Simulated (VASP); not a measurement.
# Lu6MgWO12 (R-3) in VASP: electric field gradients with PBE

Aim: the electric field gradients of Lu6MgWO12 with PBE.

Program: VASP 6.6.1. These are calculated values, not measurements. Logs are shortened: lines on timing, memory, paths and dates and some standing lists are left out, and cuts for length are marked.

### Step 1. The cell of the first run

The structure is trigonal, space group R-3 (No. 148). The conventional cell has a = 9.342 Å, b = 9.342 Å, c = 10.573 Å, α = 90.00°, β = 90.00°, γ = 120.00°. Within 2.8 Å of Mg (site symmetry -3) lie 6 O at 2.10 Å. Within 2.9 Å of Lu (site symmetry 1) lie 6 O at 2.19 to 2.36 Å. Within 2.8 Å of W (site symmetry -3) lie 6 O at 2.10 Å. Within 2.9 Å of O (site symmetry 1) lie 1 W at 2.10 Å and 3 Lu at 2.19 to 2.36 Å and 4 O at 2.78 to 2.86 Å. O (site symmetry 1) has 1 Mg at 2.10 Å and 3 Lu at 2.19 to 2.20 Å and 4 O at 2.81 to 2.86 Å within 2.9 Å.

### Step 2. Electric field gradients, PBE, collinear spin

INCAR reads:

```
SYSTEM = Lu6MgWO12
ALGO = Normal
EDIFF = 1E-8
ENCUT = 520
GGA = PE
ISIF = 2
ISMEAR = -1
ISPIN = 2
KPAR = 4
LASPH = .TRUE.
LCHARG = .FALSE.
LEFG = .TRUE.
LMAXMIX = 4
LORBIT = 11
LREAL = Auto
LWAVE = .FALSE.
MAGMOM = 0 0 0 0 0 0 0 2 0 0 0 0 0 0 0 0 0 0 0 0
NBANDS = 139
NELM = 150
PREC = Accurate
SIGMA = 0.02
```

KPOINTS reads:

```
k-points
0
G
  3 3 3
  0 0 0
```

POSCAR reads:

```
Lu6MgWO12
1.0
    4.6708648072      2.6967250538      3.5241698811
   -4.6708648072      2.6967250538      3.5241698811
    0.0000000000     -5.3934501076      3.5241698811
Mg Lu W O
1 6 1 12
Direct
    0.5000000000      0.5000000000      0.5000000000
    0.0786858100      0.2642909100      0.5626618500
    0.4373381500      0.9213141900      0.7357090900
    0.2642909100      0.5626618500      0.0786858100
    0.7357090900      0.4373381500      0.9213141900
    0.5626618500      0.0786858100      0.2642909100
    0.9213141900      0.7357090900      0.4373381500
    0.0000000000      0.0000000000      0.0000000000
    0.0805723600      0.9291766300      0.6933340500
    0.0708233700      0.3066659500      0.9194276400
    0.1887209900      0.5393905200      0.4053152300
    0.3066659500      0.9194276400      0.0708233700
    0.4606094800      0.5946847700      0.8112790100
    0.4053152300      0.1887209900      0.5393905200
    0.5946847700      0.8112790100      0.4606094800
    0.5393905200      0.4053152300      0.1887209900
    0.6933340500      0.0805723600      0.9291766300
    0.8112790100      0.4606094800      0.5946847700
    0.9291766300      0.6933340500      0.0805723600
    0.9194276400      0.0708233700      0.3066659500
```

Potentials or basis: VASP PAW PBE potentials, release 64 (Mg, Lu, W_sv, O).

Started as:

```
> cat potpaw_PBE.64/Mg/POTCAR potpaw_PBE.64/Lu/POTCAR potpaw_PBE.64/W_sv/POTCAR potpaw_PBE.64/O/POTCAR > POTCAR
> mpirun -np 4 vasp_std > vasp.out
```

OUTCAR:

```text
SYSTEM = Lu6MgWO12
   EDIFF = 1E-8
   ENCUT = 520
   GGA = PE
   ISIF = 2
   ISMEAR = -1
   ISPIN = 2
   LASPH = .TRUE.
   LORBIT = 11
   LREAL = Auto
   NELM = 150
   PREC = Accurate

 ion  position               nearest neighbor table
   1  0.500  0.500  0.500-  11 2.10  18 2.10  15 2.10  14 2.10  16 2.10  13 2.10   3 3.10   6 3.10
                             5 3.10   4 3.10   2 3.10   7 3.10
   2  0.079  0.264  0.563-  11 2.19  20 2.19  14 2.19  18 2.20  10 2.30   9 2.36   1 3.10   7 3.37
                             8 3.41   3 3.46   5 3.46   7 3.54
   3  0.437  0.921  0.736-  15 2.19  17 2.19  13 2.19  14 2.20   9 2.30  12 2.36   1 3.10   6 3.37
                             8 3.41   2 3.46   4 3.46   6 3.54
   4  0.264  0.563  0.079-  16 2.19  10 2.19  11 2.19  13 2.20  12 2.30  19 2.36   1 3.10   5 3.37
                             8 3.41   7 3.46   3 3.46   5 3.54
   5  0.736  0.437  0.921-  13 2.19  19 2.19  18 2.19  16 2.20  17 2.30  10 2.36   1 3.10   4 3.37
                             8 3.41   2 3.46   6 3.46   4 3.54
   6  0.563  0.079  0.264-  14 2.19  12 2.19  16 2.19  15 2.20  20 2.30  17 2.36   1 3.10   3 3.37
                             8 3.41   7 3.46   5 3.46   3 3.54
   7  0.921  0.736  0.437-  18 2.19   9 2.19  15 2.19  11 2.20  19 2.30  20 2.36   1 3.10   2 3.37
                             8 3.41   6 3.46   4 3.46   2 3.54
   8  0.000  0.000  0.000-  12 2.10  17 2.10  10 2.10  19 2.10   9 2.10  20 2.10   4 3.41   5 3.41
                             3 3.41   6 3.41   2 3.41   7 3.41
   9  0.081  0.929  0.693-   8 2.10   7 2.19   3 2.30   2 2.36
  10  0.071  0.307  0.919-   8 2.10   4 2.19   2 2.30   5 2.36
  11  0.189  0.539  0.405-   1 2.10   2 2.19   4 2.19   7 2.20
  12  0.307  0.919  0.071-   8 2.10   6 2.19   4 2.30   3 2.36
  13  0.461  0.595  0.811-   1 2.10   5 2.19   3 2.19   4 2.20
  14  0.405  0.189  0.539-   1 2.10   6 2.19   2 2.19   3 2.20
  15  0.595  0.811  0.461-   1 2.10   3 2.19   7 2.19   6 2.20
  16  0.539  0.405  0.189-   1 2.10   4 2.19   6 2.19   5 2.20
  17  0.693  0.081  0.929-   8 2.10   3 2.19   5 2.30   6 2.36
  18  0.811  0.461  0.595-   1 2.10   7 2.19   5 2.19   2 2.20
  19  0.929  0.693  0.081-   8 2.10   5 2.19   7 2.30   4 2.36
  20  0.919  0.071  0.307-   8 2.10   2 2.19   6 2.30   7 2.36

  LATTYP: Found a trigonal (rhomboedric) cell.
 ALAT       =     6.4427538688
 COS(alpha) =    -0.0511906988

  Lattice vectors:

 A1 = (   4.6708648072,   2.6967250538,   3.5241698811)
 A2 = (  -4.6708648072,   2.6967250538,   3.5241698811)
 A3 = (   0.0000000000,  -5.3934501076,   3.5241698811)

Analysis of symmetry for initial positions (statically):
=====================================================================
 Subroutine PRICEL returns:
 Original cell was already a primitive cell.

 Routine SETGRP: Setting up the symmetry group for a
 trigonal (rhombohedral) supercell.

 Subroutine GETGRP returns: Found  6 space group operations
 (whereof  6 operations were pure point group operations)
 out of a pool of 12 trial point group operations.

The static configuration has the point symmetry S_6 .

Analysis of symmetry for dynamics (positions and initial velocities):
=====================================================================
 Subroutine PRICEL returns:
 Original cell was already a primitive cell.

 Routine SETGRP: Setting up the symmetry group for a
 trigonal (rhombohedral) supercell.

 Subroutine GETGRP returns: Found  6 space group operations
 (whereof  6 operations were pure point group operations)
 out of a pool of 12 trial point group operations.

The dynamic configuration has the point symmetry S_6 .

Analysis of structural, dynamic, and magnetic symmetry:
=====================================================================
 Subroutine PRICEL returns:
 Original cell was already a primitive cell.

 Routine SETGRP: Setting up the symmetry group for a
 trigonal (rhombohedral) supercell.

[... 164 lines left out ...]
  free energy    TOTEN  =      -163.71336116 eV

  energy without entropy =     -163.70358946  energy(sigma->0) =     -163.70847531

 E-fermi :   4.2530     XC(G=0): -11.1946

 val. band max:        4.2471795733   @ k =  -0.3333   0.3333   0.3333
 cond. band min:       4.2594554219   @ k =  -0.3333   0.3333   0.3333
 fundamental gap:      0.0122758486
 Fermi energy:         4.2529684928

 spin component 1

 k-point     1 :       0.0000    0.0000    0.0000
  band No.  band energies     occupation
      1     -71.7535      1.00000
      2     -51.5709      1.00000
      3     -51.5580      1.00000
      4     -51.5580      1.00000
      5     -51.5512      1.00000
      6     -51.5512      1.00000
[... 793 lines left out ...]
    130       8.2673      0.00000
    131       8.4045      0.00000
 Fermi energy:         4.2529684928

 spin component 2

 k-point     1 :       0.0000    0.0000    0.0000
  band No.  band energies     occupation
      1     -71.0002      1.00000
      2     -51.5673      1.00000
      3     -51.5544      1.00000
      4     -51.5544      1.00000
      5     -51.5476      1.00000
      6     -51.5476      1.00000
[... 793 lines left out ...]
    130       8.3009      0.00000
    131       8.5167      0.00000
 [bands above 131 left out]

------------------------ aborting loop because EDIFF is reached ----------------------------------------

  FORCE on cell =-STRESS in cart. coord.  units (eV):
  Direction    XX          YY          ZZ          XY          YZ          ZX
  --------------------------------------------------------------------------------------
  -------------------------------------------------------------------------------------
  Total        2.9847256      2.9847256      2.6824386      0.0000016     -0.0000000      0.0000000
  in kB       17.9544845     17.9544845     16.1360907      0.0000093     -0.0000000      0.0000000
  external PRESSURE =      17.3483532 kB  Pullay stress =       0.0000000 kB

 VOLUME and BASIS-vectors are now :
 -----------------------------------------------------------------------------
  energy-cutoff  :      520.00
  volume of cell :      266.34
      direct lattice vectors                 reciprocal lattice vectors
     4.670864807  2.696725054  3.524169881     0.107046558  0.061803359  0.094584922
    -4.670864807  2.696725054  3.524169881    -0.107046558  0.061803359  0.094584922
     0.000000000 -5.393450108  3.524169881     0.000000000 -0.123606718  0.094584922

 POSITION                                       TOTAL-FORCE (eV/Angst)
 -----------------------------------------------------------------------------------
      0.00000      0.00000      5.28625        -0.000000      0.000000     -0.000000
     -0.86694     -2.10977      3.19162         0.026077     -0.077903     -0.103961
     -2.26059     -0.30410      7.38089        -0.054428     -0.061535      0.103961
     -1.39365      1.80568      3.19162        -0.080505      0.016368     -0.103961
      1.39365     -1.80568      7.38089         0.080505     -0.016368      0.103961
      2.26059      0.30410      3.19162         0.054428      0.061535     -0.103961
[... 12 lines left out ...]
      1.10159      3.94090      6.00195        -0.387477      0.397539      0.375526
      3.96372      1.01645      4.57056         0.150541      0.534335     -0.375526
 -----------------------------------------------------------------------------------
    total drift:                                0.000000      0.000000     -0.000000

  FREE ENERGIE OF THE ION-ELECTRON SYSTEM (eV)
  ---------------------------------------------------
  free  energy   TOTEN  =      -163.7133611632 eV

  energy  without entropy=     -163.7035894567  energy(sigma->0) =     -163.70847531

 Electric field gradients (V/A^2)
---------------------------------------------------------------------
 ion       V_xx      V_yy      V_zz      V_xy      V_xz      V_yz
---------------------------------------------------------------------
   1       1.654     1.654    -3.308    -0.000     0.000     0.000
   2    -200.672    56.682   143.990    11.068   -23.472   -11.943
   3       1.929  -145.918   143.990   105.903    22.079   -14.356
   4     -17.241  -126.748   143.990  -116.971     1.393    26.299
   5     -17.241  -126.748   143.990  -116.971     1.393    26.299
   6       1.929  -145.918   143.990   105.903    22.079   -14.356
[... 12 lines left out ...]
  19      -4.697    11.426    -6.729   -14.105   -13.922    13.240
  20      -4.820    11.550    -6.729    14.034    -4.505   -18.677
---------------------------------------------------------------------

 Electric field gradients after diagonalization (V/A^2)
 (convention: |V_zz| > |V_xx| > |V_yy|)
----------------------------------------------------------------------
 ion       V_xx      V_yy      V_zz     asymmetry (V_yy - V_xx)/ V_zz
----------------------------------------------------------------------
   1       1.654     1.654    -3.308       0.000
   2     147.355    55.312  -202.667       0.454
   3     147.355    55.312  -202.667       0.454
   4     147.355    55.312  -202.667       0.454
   5     147.355    55.312  -202.667       0.454
   6     147.355    55.312  -202.667       0.454
[... 12 lines left out ...]
  19     -19.673    -9.574    29.247       0.345
  20     -19.673    -9.574    29.247       0.345
----------------------------------------------------------------------

           NMR quadrupolar parameters

 Cq : quadrupolar parameter    Cq=e*Q*V_zz/h
 eta: asymmetry parameters     (V_yy - V_xx)/ V_zz
 Q  : nuclear electric quadrupole moment in mb (millibarn)
----------------------------------------------------------------------
 ion       Cq(MHz)       eta       Q (mb)
----------------------------------------------------------------------
   1      -0.008       0.000       1.000
   2      -0.490       0.454       1.000
   3      -0.490       0.454       1.000
   4      -0.490       0.454       1.000
   5      -0.490       0.454       1.000
   6      -0.490       0.454       1.000
[... 12 lines left out ...]
  19       0.071       0.345       1.000
  20       0.071       0.345       1.000
----------------------------------------------------------------------

 total charge

# of ion       s       p       d       f       tot
--------------------------------------------------
    1        0.144   0.175   0.078   0.000   0.397
    2        2.220   6.135   0.892  14.158  23.405
    3        2.220   6.135   0.892  14.158  23.405
    4        2.220   6.135   0.892  14.158  23.405
    5        2.220   6.135   0.892  14.158  23.405
    6        2.220   6.135   0.892  14.158  23.405
[... 12 lines left out ...]
   19        1.554   3.496   0.000   0.000   5.050
   20        1.554   3.496   0.000   0.000   5.050
--------------------------------------------------
tot         34.408  85.387   8.528  84.947 213.270

 magnetization (x)

# of ion       s       p       d       f       tot
--------------------------------------------------
    1        0.000   0.000   0.000   0.000   0.000
    2        0.002   0.000   0.008   0.001   0.012
    3        0.002   0.000   0.008   0.001   0.012
    4        0.002   0.000   0.008   0.001   0.012
    5        0.002   0.000   0.008   0.001   0.012
    6        0.002   0.000   0.008   0.001   0.012
[... 12 lines left out ...]
   19        0.000   0.021   0.000   0.000   0.021
   20        0.000   0.021   0.000   0.000   0.021
--------------------------------------------------
tot          0.041   0.152   1.518   0.009   1.720
```

It took 16 min on 4 MPI ranks of AMD EPYC 7R43 (Zen 3), shared host; peak memory 0.57 GiB.

What came out:

```yaml
Free_energy: -163.7134 eV
Pressure: 1.7 GPa
Largest_force: 0.670 eV/Å
Band_gap_on_the_k_mesh: zero (filled and empty bands overlap)
Net_moment: 2.00 μB per cell
Site_moments: Mg +0.00; Lu +0.01; W +1.51; O +0.02, +0.00 (each value once) μB
Largest_electric_field_gradient_by_atom: Mg -3.3; Lu -202.7; W +46.2; O +29.2, +9.8 (each value once) V/Å²
Valence_electrons_inside_the_program's_atomic_spheres: Mg 0.40; Lu 23.41; W 11.69; O 5.05, 5.08 (each value once)
```

Forces in eV/Å, atoms in the order of the input:
```
Mg   0.000  0.000  0.000
Lu   0.026 -0.078 -0.104
Lu  -0.054 -0.062  0.104
Lu  -0.081  0.016 -0.104
Lu   0.081 -0.016  0.104
Lu   0.054  0.062 -0.104
Lu  -0.026  0.078  0.104
W    0.000  0.000  0.000
O   -0.151 -0.534  0.376
O    0.387 -0.398 -0.376
O    0.179  0.021  0.220
O   -0.538 -0.137 -0.376
O    0.072  0.166 -0.220
O   -0.108  0.145  0.220
O    0.108 -0.145 -0.220
O   -0.072 -0.166  0.220
O    0.538  0.137  0.376
O   -0.179 -0.021 -0.220
O   -0.387  0.398  0.376
O    0.151  0.534 -0.376
```

Electric field gradients, principal values (V/Å²):
```tsv
atom	least	middle	greatest (by size)
1 Mg	1.654	1.654	-3.308
2 Lu	55.312	147.355	-202.667
3 Lu	55.312	147.355	-202.667
4 Lu	55.312	147.355	-202.667
5 Lu	55.312	147.355	-202.667
6 Lu	55.312	147.355	-202.667
7 Lu	55.312	147.355	-202.667
8 W	-23.084	-23.084	46.169
9 O	-9.574	-19.673	29.247
10 O	-9.574	-19.673	29.247
11 O	-1.197	-8.586	9.782
12 O	-9.574	-19.673	29.247
13 O	-1.197	-8.586	9.782
14 O	-1.197	-8.586	9.782
15 O	-1.197	-8.586	9.782
16 O	-1.197	-8.586	9.782
17 O	-9.574	-19.673	29.247
18 O	-1.197	-8.586	9.782
19 O	-9.574	-19.673	29.247
20 O	-9.574	-19.673	29.247
```

Caveat: without QUAD_EFG the Cq values of the log hold for a quadrupole moment of 1 mb, not for the nuclei; spin-orbit coupling is left out, which moves the levels of the heavy elements.
